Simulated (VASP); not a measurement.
Write the native input for VASP 6.6.1 that does the following.

```yaml
Task: single point
Functional: r2SCAN
Potentials_or_basis: VASP PAW PBE potentials, release 64 (P)
Cutoff: 520 eV
k_mesh: 8 × 1 × 6
Occupations: gaussian, width 0.02 eV
Spin: no spin polarisation
Dipole_correction: no
Further_INCAR_settings: ALGO = Normal; EDIFF = 1e-06; NBANDS = 18
```

P, a slab with vacuum:

```
P
1.0
     3.19177    0.00000    0.00000
     0.00000   33.81284    0.00000
     0.00000    0.00000    4.71958
P
4
Cartesian
  0.0000 32.7882 2.7930
  0.0000 1.0247 1.9266
  1.5959 1.0247 0.4332
  1.5959 32.7882 4.2864
```

This cell differs from its parent crystal: biaxial strain in the a-b plane: -3.0 %.

These files were run (other wordings do the same):

POSCAR

```
P
1.0
    3.1917704878      0.0000000000      0.0000000000
    0.0000000000     33.8128425304      0.0000000000
    0.0000000000      0.0000000000      4.7195783359
P
4
Direct
    0.0000000000      0.9696963238      0.5917902717
    0.0000000000      0.0303036762      0.4082097283
    0.5000000000      0.0303036762      0.0917902717
    0.5000000000      0.9696963238      0.9082097283
```

INCAR.step1

```
PREC = Accurate
ENCUT = 520
ISMEAR = 0
SIGMA = 0.02
LREAL = F
LASPH = T
NELM = 60
NBANDS = 18
GGA = PE
ALGO = Normal
EDIFF = 1E-4
LWAVE = T
LCHARG = F
```

INCAR.step2

```
PREC = Accurate
ENCUT = 520
EDIFF = 1E-6
ISMEAR = 0
SIGMA = 0.02
LREAL = F
LASPH = T
NELM = 60
ALGO = Normal
ISIF = 2
LWAVE = F
LCHARG = F
METAGGA = R2SCAN
LMIXTAU = T
NBANDS = 18
ISTART = 1
```

KPOINTS

```
regular mesh
0
Gamma
  8 1 6
```

Potentials or basis: VASP PAW PBE potentials, release 64 (P).

Run with:

```console
$ cat potpaw_PBE.64/P/POTCAR > POTCAR
$ cp INCAR.step1 INCAR
$ mpirun -np 1 vasp_std > vasp.out
$ cp INCAR.step2 INCAR
$ mpirun -np 1 vasp_std > vasp.out
```

Results of the run:

The largest force is 0.302 eV/Å and the band gap on the k mesh is 1.22 eV.

Caveat: the cell differs from its parent crystal (biaxial strain in the a-b plane: -3.0 %); there is no dipole correction, which matters where the two faces differ; the PAW data sets were made with another functional, which shifts forces and pressure a little.

Wall time 12 min on 1 thread of Intel(R) Xeon(R) Platinum 8488C (Sapphire Rapids) (shared host), peak memory 0.6 GiB.
